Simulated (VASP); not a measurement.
A run of VASP 6.6.1 is set up as follows.

File INCAR:

```
PREC = Accurate
ENCUT = 500
EDIFF = 1E-6
ISMEAR = 0
SIGMA = 0.02
LREAL = False
LASPH = True
NELM = 120
ALGO = Normal
ISIF = 2
LWAVE = False
LCHARG = False
GGA = PE
NBANDS = 11
GGA_COMPAT = False
```

Contents of KPOINTS:

```
Automatic mesh
0
Gamma
  8 8 8
```

POSCAR

```
Si
1.0
    0.0000000000      2.7349661875      2.7349661875
    2.7349661875      0.0000000000      2.7349661875
    2.7349661875      2.7349661875      0.0000000000
Si
2
Direct
    0.0000000000      0.0000000000      0.0000000000
    0.2500000000      0.2500000000      0.2500000000
```

Potentials or basis: VASP PAW PBE potentials, release 64 (Si).

Run with:

```bash
$ cat potpaw_PBE.64/Si/POTCAR > POTCAR
$ mpirun -np 1 vasp_std > vasp.out
```

Q: What does it give for the pressure?

A: -0.1 GPa.

Q: What does it give for the band gap on the k mesh?

A: 0.65 eV (least direct gap 2.56 eV).

A k mesh can miss the band edges.
